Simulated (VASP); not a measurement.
# Cu (Fm-3m) in VASP: notebook

Cu is run at these levels: r2SCAN; tasks: single point, relaxation of volume and atoms at fixed shape.

All numbers are computed with VASP 6.6.1; they aren't measurements. Logs are shortened: lines on timing, memory, paths and dates and some standing lists are left out, and cuts for length are marked.

### Step 1. The cell of the first run

The structure is cubic, space group Fm-3m (No. 225). Conventional cell: a = 3.583 Å, b = 3.583 Å, c = 3.583 Å, α = 90.00°, β = 90.00°, γ = 90.00°. Cu (site symmetry m-3m) has 12 Cu at 2.53 Å within 3.3 Å.

### Step 2. Single point, r2SCAN

POSCAR

```
Cu
1.0
    0.0000000000      1.7916794550      1.7916794550
    1.7916794550      0.0000000000      1.7916794550
    1.7916794550      1.7916794550      0.0000000000
Cu
1
Direct
    0.0000000000      0.0000000000      0.0000000000
```

INCAR.step1

```
  PREC = Accurate
  ENCUT = 520
  ISMEAR = -1
  SIGMA = 0.02
  LREAL = F
  LASPH = T
  NELM = 80
  NBANDS = 12
  GGA = PE
  ALGO = Normal
  EDIFF = 1E-4
  LWAVE = T
  LCHARG = F
```

INCAR.step2

```
  PREC = Accurate
  ENCUT = 520
  EDIFF = 1E-6
  ISMEAR = -1
  SIGMA = 0.02
  LREAL = F
  LASPH = T
  NELM = 80
  ALGO = Normal
  ISIF = 2
  LWAVE = F
  LCHARG = F
  METAGGA = R2SCAN
  LMIXTAU = T
  NBANDS = 12
  ISTART = 1
```

KPOINTS

```
regular mesh
0
Gamma
  8 8 8
```

Potentials or basis: VASP PAW PBE potentials, release 64 (Cu).

Command:

```sh
cat potpaw_PBE.64/Cu/POTCAR > POTCAR
cp INCAR.step1 INCAR
mpirun -np 1 vasp_std > vasp.out
cp INCAR.step2 INCAR
mpirun -np 1 vasp_std > vasp.out
```

OUTCAR:

```text
PREC = Accurate
   ENCUT = 520
   EDIFF = 1E-6
   ISMEAR = -1
   LREAL = F
   LASPH = T
   NELM = 80
   ISIF = 2
   METAGGA = R2SCAN
   ISTART = 1

 ion  position               nearest neighbor table
   1  0.000  0.000  0.000-

  LATTYP: Found a face centered cubic cell.
 ALAT       =     3.5833589100

  Lattice vectors:

 A1 = (   0.0000000000,   1.7916794550,   1.7916794550)
 A2 = (   1.7916794550,   0.0000000000,   1.7916794550)
 A3 = (   1.7916794550,   1.7916794550,   0.0000000000)

Analysis of symmetry for initial positions (statically):
=====================================================================
 Subroutine PRICEL returns:
 Original cell was already a primitive cell.

 Routine SETGRP: Setting up the symmetry group for a
 face centered cubic supercell.

 Subroutine GETGRP returns: Found 48 space group operations
 (whereof 48 operations were pure point group operations)
 out of a pool of 48 trial point group operations.

The static configuration has the point symmetry O_h .

Analysis of symmetry for dynamics (positions and initial velocities):
=====================================================================
 Subroutine PRICEL returns:
 Original cell was already a primitive cell.

 Routine SETGRP: Setting up the symmetry group for a
 face centered cubic supercell.

 Subroutine GETGRP returns: Found 48 space group operations
 (whereof 48 operations were pure point group operations)
 out of a pool of 48 trial point group operations.

The dynamic configuration has the point symmetry O_h .

 Subroutine INISYM returns: Found 48 space group operations
 (whereof 48 operations are pure point group operations),
 and found     1 'primitive' translations

----------------------------------------------------------------------------------------

                                     Primitive cell

  volume of cell :      11.5030

  direct lattice vectors                    reciprocal lattice vectors
     0.000000000  1.791679455  1.791679455    -0.279067776  0.279067776  0.279067776
     1.791679455  0.000000000  1.791679455     0.279067776 -0.279067776  0.279067776
     1.791679455  1.791679455  0.000000000     0.279067776  0.279067776 -0.279067776

  length of vectors
     2.533817385  2.533817385  2.533817385     0.483359566  0.483359566  0.483359566

  position of ions in fractional coordinates (direct lattice)
     0.000000000  0.000000000  0.000000000

  ion indices of the primitive-cell ions
   primitive index   ion index
                 1           1

----------------------------------------------------------------------------------------

 KPOINTS: regular mesh

Automatic generation of k-mesh.
 Grid dimensions read from file:
 generate k-points for:    8    8    8

 Generating k-lattice:

  Cartesian coordinates                     Fractional coordinates (reciprocal lattice)
    -0.034883472  0.034883472  0.034883472     0.125000000  0.000000000  0.000000000
     0.034883472 -0.034883472  0.034883472     0.000000000  0.125000000  0.000000000
     0.034883472  0.034883472 -0.034883472     0.000000000  0.000000000  0.125000000

  Length of vectors
     0.060419946  0.060419946  0.060419946

  Shift w.r.t. Gamma in fractional coordinates (k-lattice)
     0.000000000  0.000000000  0.000000000

 Subroutine IBZKPT returns following result:
 ===========================================

 Found     29 irreducible k-points:

 Following reciprocal coordinates:
            Coordinates               Weight
  0.000000  0.000000  0.000000      1.000000
  0.125000  0.000000  0.000000      8.000000
  0.250000  0.000000  0.000000      8.000000
  0.375000  0.000000  0.000000      8.000000
  0.500000  0.000000  0.000000      4.000000
  0.125000  0.125000  0.000000      6.000000
[... 16 lines left out ...]
  0.500000  0.250000  0.125000     48.000000
 -0.375000  0.250000  0.125000     24.000000
 [... further k-points ...]
   k-points           NKPTS =     29   k-points in BZ     NKDIM =     29   number of bands    NBANDS=     12
   number of dos      NEDOS =    301   number of ions     NIONS =      1
   total plane-waves  NPLWV =   8000
   dimension x,y,z NGX =    20 NGY =   20 NGZ =   20
   dimension x,y,z NGXF=    40 NGYF=   40 NGZF=   40
   ions per type =               1
   NGX,Y,Z   is equivalent  to a cutoff of  13.12, 13.12, 13.12 a.u.
   NGXF,Y,Z  is equivalent  to a cutoff of  26.24, 26.24, 26.24 a.u.
 SYSTEM =  unknown system
   PREC   = accura    normal or accurate (medium, high low for compatibility)
   ISTART =      1    job   : 0-new  1-cont  2-samecut
   ICHARG =      0    charge: 1-file 2-atom 10-const
   ISPIN  =      1    spin polarized calculation?
   LNONCOLLINEAR =      F non collinear calculations
   LSORBIT =      F    spin-orbit coupling
   LASPH  =      T    aspherical Exc in radial PAW
   ENCUT  =  520.0 eV  38.22 Ry    6.18 a.u.   4.71  4.71  4.71*2*pi/ulx,y,z
   NELM   =     80;   NELMIN=  2; NELMDL=  0     # of ELM steps
   EDIFF  = 0.1E-05   stopping-criterion for ELM
   LREAL  =      F    real-space projection
   EDIFFG = 0.1E-04   stopping-criterion for IOM
   NSW    =      0    number of steps for IOM
   IBRION =     -1    ionic relax: 0-MD 1-quasi-New 2-CG
   NFREE  =      0    steps in history (QN), initial steepest desc. (CG)
   ISIF   =      2    stress and relaxation
   ISYM   =      2    0-nonsym 1-usesym 2-fastsym
   POTIM  = 0.5000    time-step for ionic-motion
   TEBEG  =    0.0;   TEEND  =   0.0 temperature during run
   PSTRESS=    0.0 pullay stress
   NELECT =      11.0000    total number of electrons
   NUPDOWN=      -1.0000    fix difference up-down
   EMIN   =  10.00;   EMAX   =-10.00  energy-range for DOS
   EFERMI =   0.00;   METHOD = LEGACY
   ISMEAR =    -1;   SIGMA  =   0.02  broadening in eV -4-tet -1-fermi 0-gaus
   EFERMI_NEDOS =   21; number of points for ismear=-14 and -15
   IALGO  =     38    algorithm
   IMIX   =      4    mixing-type and parameters
     AMIX     =   0.40;   BMIX     =  1.00
     AMIX_MAG =   1.60;   BMIX_MAG =  1.00
  volume/ion in A,a.u.               =      11.50        77.63
  Fermi-wavevector in a.u.,A,eV,Ry     =   1.612880  3.047901 35.393953  2.601382
  Thomas-Fermi vector in A             =   2.708039
   LORBIT       =      0    0 simple, 1 ext, 2 COOP (PROOUT), +10 PAW based schemes
   METAGGA = R2SCAN    functional components
   LHFCALC =     F    Hartree Fock is set to
   AEXX    =    0.0000 exact exchange contribution
   IVDW    =     0    specifies the selected vdW correction
   LEPSILON=     F    determine dielectric tensor
   LRPA    =     F    only Hartree local field effects (RPA)
 non-spin polarized calculation
  energy-cutoff  :      520.00
  volume of cell :       11.50
 maximum number of plane-waves:       331
   NGX =  9   NGY =  9   NGZ =  9

 number of electron      11.0000011 magnetization

 Free energy of the ion-electron system (eV)
  ---------------------------------------------------
  ext. energy  EPLUGINS =         0.00000000
  ---------------------------------------------------
  free energy    TOTEN  =       -10.79189829 eV

  energy without entropy =      -10.79033973  energy(sigma->0) =      -10.79111901

 E-fermi :   7.6186     XC(G=0): -13.9189

 val. band max:        7.5832598978   @ k =   0.5000   0.2500   0.1250
 cond. band min:       7.8387332178   @ k =   0.5000   0.1250   0.0000
 fundamental gap:      0.2554733200
 Fermi energy:         7.6186132845

 k-point     1 :       0.0000    0.0000    0.0000
  band No.  band energies     occupation
      1      -2.1484      2.00000
      2       4.5198      2.00000
      3       4.5198      2.00000
      4       4.5198      2.00000
      5       5.3714      2.00000
      6       5.3714      2.00000
      7      31.3306      0.00000
      8      34.5698      0.00000
      9      34.5698      0.00000
     10      34.5701      0.00000
     11      36.9850      0.00000
     12      36.9850      0.00000

 k-point     2 :       0.1250    0.0000    0.0000
  band No.  band energies     occupation
      1      -1.5522      2.00000
      2       4.4001      2.00000
      3       4.6182      2.00000
      4       4.6183      2.00000
      5       5.3406      2.00000
      6       5.3407      2.00000
      7      27.6011      0.00000
      8      32.1430      0.00000
      9      33.2613      0.00000
     10      33.2615      0.00000
     11      38.9868      0.00000
     12      38.9988      0.00000

 k-point     3 :       0.2500    0.0000    0.0000
  band No.  band energies     occupation
      1       0.0956      2.00000
      2       4.2408      2.00000
      3       4.6783      2.00000
      4       4.6785      2.00000
      5       5.4638      2.00000
      6       5.4639      2.00000
      7      20.9422      0.00000
      8      31.3012      0.00000
      9      31.9938      0.00000
     10      31.9939      0.00000
     11      37.8527      0.00000
     12      37.8527      0.00000
[... 286 lines left out ...]
 k-point    23 :       0.5000    0.2500    0.1250
  band No.  band energies     occupation
      1       2.8247      2.00000
      2       3.8722      2.00000
      3       4.2167      2.00000
      4       5.0845      2.00000
      5       5.7407      2.00000
      6       7.5833      1.70834
      7      16.2613      0.00000
      8      22.0293      0.00000
      9      25.1187      0.00000
     10      33.0096      0.00000
     11      36.6960      0.00000
     12      40.7750      0.00000

 k-point    24 :      -0.3750    0.2500    0.1250
  band No.  band energies     occupation
      1       3.1478      2.00000
      2       3.8541      2.00000
      3       4.4305      2.00000
      4       4.9752      2.00000
      5       5.9277      2.00000
      6       9.9268      0.00000
      7      12.3662      0.00000
      8      22.6846      0.00000
      9      23.3297      0.00000
     10      32.7101      0.00000
     11      36.5373      0.00000
     12      44.4013      0.00000

 [... further k-points ...]

------------------------ aborting loop because EDIFF is reached ----------------------------------------

  FORCE on cell =-STRESS in cart. coord.  units (eV):
  Direction    XX          YY          ZZ          XY          YZ          ZX
  --------------------------------------------------------------------------------------
  -------------------------------------------------------------------------------------
  Total        0.0461659      0.0461659      0.0461659      0.0000000      0.0000000      0.0000000
  in kB        6.4301536      6.4301536      6.4301536      0.0000000      0.0000000      0.0000000
  external PRESSURE =       6.4301536 kB  Pullay stress =       0.0000000 kB

 VOLUME and BASIS-vectors are now :
 -----------------------------------------------------------------------------
  energy-cutoff  :      520.00
  volume of cell :       11.50
      direct lattice vectors                 reciprocal lattice vectors
     0.000000000  1.791679455  1.791679455    -0.279067776  0.279067776  0.279067776
     1.791679455  0.000000000  1.791679455     0.279067776 -0.279067776  0.279067776
     1.791679455  1.791679455  0.000000000     0.279067776  0.279067776 -0.279067776

 POSITION                                       TOTAL-FORCE (eV/Angst)
 -----------------------------------------------------------------------------------
      0.00000      0.00000      0.00000        -0.000000     -0.000000     -0.000000
 -----------------------------------------------------------------------------------
    total drift:                                0.000000      0.000000      0.000000

  FREE ENERGIE OF THE ION-ELECTRON SYSTEM (eV)
  ---------------------------------------------------
  free  energy   TOTEN  =       -10.7918982879 eV

  energy  without entropy=      -10.7903397331  energy(sigma->0) =      -10.79111901
```

Run time: 31 s. Hardware: 1 thread of Intel Xeon 8259CL, shared host; peak memory 0.13 GiB.

Results:

```yaml
Free_energy: -10.7919 eV
Pressure: 0.6 GPa
Band_gap_on_the_k_mesh: zero (an odd number of electrons rules out a gap without spin polarisation)
```

Caveat: the k points lie up to 0.38 Å⁻¹ apart, too coarse for converged energies and pressures of a metal; the PAW data sets were made with another functional, which shifts forces and pressure a little.

### Step 3. Relaxation of volume and atoms at fixed shape, r2SCAN

This run uses another cell than the first one, of 11.81 Å³/atom.

POSCAR

```
Cu
1.0
    0.0000000000      1.8075000000      1.8075000000
    1.8075000000      0.0000000000      1.8075000000
    1.8075000000      1.8075000000      0.0000000000
Cu
1
Direct
    0.0000000000      0.0000000000      0.0000000000
```

INCAR.step1

```
PREC     = Accurate       # precision mode
ENCUT    = 600            # plane-wave cutoff, eV
ISMEAR   = -1             # smearing method
SIGMA    = 0.02           # smearing width, eV
LREAL    = F              # projectors in reciprocal space
LASPH    = T              # aspherical terms in the spheres
NELM     = 100            # most SCF steps
GGA      = PE             # functional
ALGO     = Normal         # electronic algorithm
EDIFF    = 1E-4           # SCF threshold, eV
LWAVE    = T              # write WAVECAR
LCHARG   = F              # write CHGCAR
```

INCAR.step2

```
PREC     = Accurate       # precision mode
ENCUT    = 600            # plane-wave cutoff, eV
EDIFF    = 1E-7           # SCF threshold, eV
ISMEAR   = -1             # smearing method
SIGMA    = 0.02           # smearing width, eV
LREAL    = F              # projectors in reciprocal space
LASPH    = T              # aspherical terms in the spheres
NELM     = 100            # most SCF steps
ALGO     = Normal         # electronic algorithm
ISIF     = 8              # what is computed and relaxed
LWAVE    = F              # write WAVECAR
LCHARG   = F              # write CHGCAR
METAGGA  = R2SCAN         # meta-GGA
LMIXTAU  = T            
IBRION   = 2              # ionic algorithm
NSW      = 80             # ionic steps
EDIFFG   = -0.03          # ionic threshold
ISTART   = 1
```

KPOINTS

```
Automatic mesh
0
Gamma
  8 8 8
```

Potentials or basis: VASP PAW PBE potentials, release 64 (Cu).

Command:

```sh
cat potpaw_PBE.64/Cu/POTCAR > POTCAR
cp INCAR.step1 INCAR
mpirun -np 1 vasp_std > vasp.out
cp INCAR.step2 INCAR
mpirun -np 1 vasp_std > vasp.out
```

OUTCAR:

```text
PREC = Accurate
   ENCUT = 600
   EDIFF = 1E-7
   ISMEAR = -1
   LREAL = F
   LASPH = T
   NELM = 100
   ISIF = 8
   METAGGA = R2SCAN
   IBRION = 2
   NSW = 80
   EDIFFG = -0.03
   ISTART = 1

 ion  position               nearest neighbor table
   1  0.000  0.000  0.000-

  LATTYP: Found a face centered cubic cell.
 ALAT       =     3.6150000000

  Lattice vectors:

 A1 = (   0.0000000000,   1.8075000000,   1.8075000000)
 A2 = (   1.8075000000,   0.0000000000,   1.8075000000)
 A3 = (   1.8075000000,   1.8075000000,   0.0000000000)

Analysis of symmetry for initial positions (statically):
=====================================================================
 Subroutine PRICEL returns:
 Original cell was already a primitive cell.

 Routine SETGRP: Setting up the symmetry group for a
 face centered cubic supercell.

[... 250 lines left out ...]

 k-point     1 :       0.0000    0.0000    0.0000
  band No.  band energies     occupation
      1      -2.1694      2.00000
      2       4.4763      2.00000
      3       4.4764      2.00000
      4       4.4764      2.00000
      5       5.3216      2.00000
      6       5.3216      2.00000
      7      31.2337      0.00000
      8      34.4366      0.00000
      9      34.4369      0.00000
[... 265 lines left out ...]
 k-point    24 :      -0.3750    0.2500    0.1250
  band No.  band energies     occupation
      1       3.1131      2.00000
      2       3.8165      2.00000
      3       4.3886      2.00000
      4       4.9286      2.00000
      5       5.8741      2.00000
      6       9.8644      0.00000
      7      12.2846      0.00000
      8      22.5883      0.00000
      9      23.2180      0.00000

 [... further k-points ...]

------------------------ aborting loop because EDIFF is reached ----------------------------------------

  FORCE on cell =-STRESS in cart. coord.  units (eV):
  Direction    XX          YY          ZZ          XY          YZ          ZX
  --------------------------------------------------------------------------------------
  -------------------------------------------------------------------------------------
  Total       -0.0020424     -0.0020424     -0.0020424     -0.0000000     -0.0000000     -0.0000000
  in kB       -0.2831683     -0.2831683     -0.2831683     -0.0000000     -0.0000000     -0.0000000
  external PRESSURE =      -0.2831683 kB  Pullay stress =       0.0000000 kB
[... 16 lines left out ...]
  FREE ENERGIE OF THE ION-ELECTRON SYSTEM (eV)
  ---------------------------------------------------
  free  energy   TOTEN  =       -10.7924198486 eV

  energy  without entropy=      -10.7908613744  energy(sigma->0) =      -10.79164061

 reached required accuracy - stopping structural energy minimisation
```

OUTCAR.step1:

```text
PREC = Accurate
   ENCUT = 600
   ISMEAR = -1
   LREAL = F
   LASPH = T
   NELM = 100
[... 501 lines left out ...]

 POSITION                                       TOTAL-FORCE (eV/Angst)
 -----------------------------------------------------------------------------------
      0.00000      0.00000      0.00000         0.000000     -0.000000      0.000000
 -----------------------------------------------------------------------------------
    total drift:                                0.000000      0.000000      0.000000

  FREE ENERGIE OF THE ION-ELECTRON SYSTEM (eV)
  ---------------------------------------------------
  free  energy   TOTEN  =        -3.6948026115 eV

  energy  without entropy=       -3.6932441283  energy(sigma->0) =       -3.69402337
```

OSZICAR.step1:

```text
N       E                     dE             d eps       ncg     rms          rms(c)
DAV:   1     0.378451886051E+02    0.37845E+02   -0.61544E+03   546   0.226E+03
DAV:   2    -0.412219967516E+01   -0.41967E+02   -0.40165E+02   522   0.206E+02
DAV:   3    -0.459274569072E+01   -0.47055E+00   -0.46939E+00   612   0.320E+01
DAV:   4    -0.459628602789E+01   -0.35403E-02   -0.35401E-02   654   0.264E+00
DAV:   5    -0.459632898719E+01   -0.42959E-04   -0.42959E-04   632   0.236E-01    0.770E+00
DAV:   6    -0.408547045198E+01    0.51086E+00   -0.16917E+01   548   0.976E+01    0.396E+00
DAV:   7    -0.370697281270E+01    0.37850E+00   -0.27185E+00   550   0.386E+01    0.547E-01
DAV:   8    -0.369689549231E+01    0.10077E-01   -0.62659E-03   678   0.176E+00    0.347E-01
DAV:   9    -0.369480815255E+01    0.20873E-02   -0.15177E-02   570   0.268E+00    0.367E-02
DAV:  10    -0.369480261153E+01    0.55410E-05   -0.59187E-05   299   0.178E-01
   1 F= -.36948026E+01 E0= -.36940234E+01  d E =-.155848E-02
```

It took 1.8 min on 1 thread of Intel Xeon 8259CL, shared host; peak memory 0.13 GiB.

What came out:

* Free energy: -10.7924 eV
* Relaxed volume: 11.56 Å³/atom
* Relaxed cell: a = 2.538 Å, b = 2.538 Å, c = 2.538 Å, α = 60.00°, β = 60.00°, γ = 60.00°
* Space group after relaxing (to 0.1 Å): Fm-3m (No. 225)
* Energy gained by relaxing: 2.7 meV/atom
* Ionic steps: 3
* Pressure after relaxing: 0.0 GPa
* Band gap on the k mesh: zero (an odd number of electrons rules out a gap without spin polarisation)

Step by step:
```csv
step,energy change (eV),largest force (eV/Å),pressure (GPa),volume (Å³)
1,0.0000,0.0000,-3.37,11.81
2,-0.0015,0.0000,2.21,11.39
3,-0.0027,0.0000,-0.03,11.56
```

Final structure:
```
Cu
1.0
     0.00000    1.79443    1.79443
     1.79443    0.00000    1.79443
     1.79443    1.79443    0.00000
Cu
1
Direct
  0.00000 0.00000 0.00000
```

Levels at points of the mesh, in eV from the Fermi level:
| k point | band 4 | band 5 | band 6 | band 7 | band 8 | band 9 |
| --- | --- | --- | --- | --- | --- | --- |
| (0.00, 0.00, 0.00) | -3.08 | -2.24 | -2.24 | 23.68 | 26.88 | 26.88 |
| (0.50, 0.00, 0.00) | -1.63 | -1.63 | -1.00 | 4.20 | 22.17 | 23.60 |
| (0.50, 0.50, 0.00) | -1.47 | -1.47 | 1.69 | 7.70 | 14.05 | 14.05 |

Caveat: the k points lie up to 0.38 Å⁻¹ apart in the final cell, too coarse for converged energies and pressures of a metal; the PAW data sets were made with another functional, which shifts forces and pressure a little.

The gap in the log of VASP goes by the Fermi energy; the results here count the filled bands.